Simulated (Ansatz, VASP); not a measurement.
## Two plane-wave programs on ZrC

The input INCAR:

```
ALGO = Normal
EDIFF = 1E-7
ENCUT = 520
GGA = PE
ISIF = 2
ISMEAR = 0
LASPH = True
LCHARG = False
LREAL = False
LWAVE = False
NBANDS = 15
NELM = 80
PREC = Accurate
SIGMA = 0.15
```

Contents of KPOINTS:

```
k-points
0
Gamma
  18 18 18
```

File POSCAR:

```
ZrC
1.0
    0.0000000000      2.3502100000      2.3502100000
    2.3502100000      0.0000000000      2.3502100000
    2.3502100000      2.3502100000      0.0000000000
Zr C
1 1
Direct
    0.4435869469      0.5564130531      0.5000000000
    0.0000000000      0.0000000000      0.0000000000
```

Input for Ansatz:

```yaml
crystal:
  lattice:
    - [0.0, 2.35021, 2.35021]
    - [2.35021, 0.0, 2.35021]
    - [2.35021, 2.35021, 0.0]
  atoms:
    - { symbol: Zr, position: [0.4435869469, 0.5564130531, 0.5] }
    - { symbol: C, position: [0.0, 0.0, 0.0] }
basis:
  ecutwfc: 420
kpoints:
  mp_grid: { grid: [18, 18, 18] }
hamiltonian:
  xc: pbe
scf:
  occupations: { method: gaussian, width: 0.15 }
output:
  forces: true
  stress: true
  eigenvalues: true
```

Change from the starting cell: all Zr atoms moved +0.188 Å, as atom 1 along Cartesian [1 -1 0].

Alike in both runs: task single point; functional PBE; k mesh 18 × 18 × 18; occupations gaussian, width 0.15 eV; no spin polarisation.

```csv
,VASP,Ansatz
version,VASP 6.6.1,Ansatz 0.2.0
potentials or method,"VASP PAW PBE potentials, release 64 (Zr_sv, C), cutoff 520 eV","scalar-relativistic, plane waves, PAW"
valence electrons in the cell,16,16
```

Ansatz gave:

* gap on the k mesh at the Fermi level (eV): none
* pressure (GPa): 3.9
* traceless stress, the component that is largest in VASP (GPa): -3.32
* rms of the force components (eV/Å): 0.712

Q: What did VASP give for the same quantities?

A: gap on the k mesh at the Fermi level (eV): none; pressure (GPa): 4.1; traceless stress, the component that is largest in VASP (GPa): -3.33; rms of the force components (eV/Å): 0.715.

Atom by atom the forces differ by 0.003 eV/Å (rms over components). A gap of «none» marks a metal or a gap that the smearing closes. The functional is the same, so the differences come from potentials, cutoffs and numerics.
